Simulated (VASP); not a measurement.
Runs of VASP 6.6.1 on Rb3Sb2P3. The structure is that of space group Pm-3m (No. 221), or close to it. The cells are those of the table. The cell was generated, and may not be a known phase.

```csv
task,cell,k mesh,cutoff (eV),gap on the mesh (eV),pressure (GPa),relaxed volume (Å³/atom)
single point,"a = 6.556 Å, 8 atoms",2 × 2 × 2,520,none,(a),-
relaxation of cell and atoms,"relaxed from a = 6.556 Å, 8 atoms",6 × 6 × 6,600,none,0.0,35.54
relaxation of cell and atoms,"relaxed from a = 7.722 Å, 8 atoms",2 × 2 × 2,600,none,0.0,35.32
single point,"a = 6.568 Å, 8 atoms",6 × 6 × 6,520,none,0.1,-
```

Alike in all rows: level PBE; potentials or basis VASP PAW PBE potentials, release 64 (Rb_sv, Sb, P); no spin polarisation; smearing gaussian 0.1 eV.

**Question.** Fill in the values left out.

**Answer.** (a) -0.1.

Caveats: some runs use coarse meshes; semilocal functionals underestimate gaps, and a narrow one can read as zero; spin-orbit coupling is left out, which moves the levels of the heavy elements; the highest band is partly filled, so the run has too few bands (at least some runs); the volume moved by over 15 % at a fixed basis, so the end points are rough (at least some runs).

A k mesh can miss the band edges, and the runs leave out spin-orbit coupling on Rb, Sb.

A gap of «none» marks levels without a gap at the run's occupations.
